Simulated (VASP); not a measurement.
Here is a VASP 6.6.1 calculation.

Contents of INCAR:

```
SYSTEM = Al2O3
ALGO = Normal ; EDIFF = 1E-7
ENCUT = 520 ; GGA = PS
ISIF = 2 ; ISMEAR = -1
LASPH = .True. ; LCHARG = .False.
LREAL = .False. ; LWAVE = .False.
NBANDS = 35 ; NELM = 100
PREC = Accurate ; SIGMA = 0.02
```

The input KPOINTS:

```
k-points
0
Gamma
  6 6 6
  0 0 0
```

The input POSCAR:

```
Al2O3
1.0
    2.3869359887      1.3780981356      4.3382763251
   -2.3869359887      1.3780981356      4.3382763251
    0.0000000000     -2.7561962712      4.3382763250
Al O
4 6
Direct
    0.3520790763      0.3520790763      0.3520790763
    0.1479209237      0.1479209237      0.1479209237
    0.6479209237      0.6479209237      0.6479209237
    0.8520790763      0.8520790763      0.8520790763
    0.5558599551      0.9441400449      0.2500000000
    0.2500000000      0.5558599551      0.9441400449
    0.9441400449      0.2500000000      0.5558599551
    0.4441400449      0.0558599551      0.7500000000
    0.7500000000      0.4441400449      0.0558599551
    0.0558599551      0.7500000000      0.4441400449
```

Potentials or basis: VASP PAW PBE potentials, release 64 (Al, O).

Command:

```bash
$ cat potpaw_PBE.64/Al/POTCAR potpaw_PBE.64/O/POTCAR > POTCAR
$ mpirun -np 1 vasp_std > vasp.out
```

(1) What does it give for the largest force?

(2) Estimate the band gap on the k mesh.

## Answers

(1) 0.005 eV/Å.

(2) 6.04 eV.

Caveat: the PAW data sets were made with another functional, which shifts forces and pressure a little.

**The experiment to reproduce.**

“Multi-petahertz electron interference in Cr:Al2O3 solid-state material”, 2018, pmc:5906618 quotes, for a bulk crystal of Al2O3: band gap 8.7 eV (optical).

Measured gap of Al2O3: 8.7 eV (optical; quoted in “Multi-petahertz electron interference in Cr:Al2O3 solid-state material”, 2018, pmc:5906618). This calculation gives 6.04 eV (-2.66 eV). The value is that of PBEsol on a finite k mesh, which can miss the band edges, without temperature or zero-point motion. Semilocal functionals fall short of measured gaps as a rule.
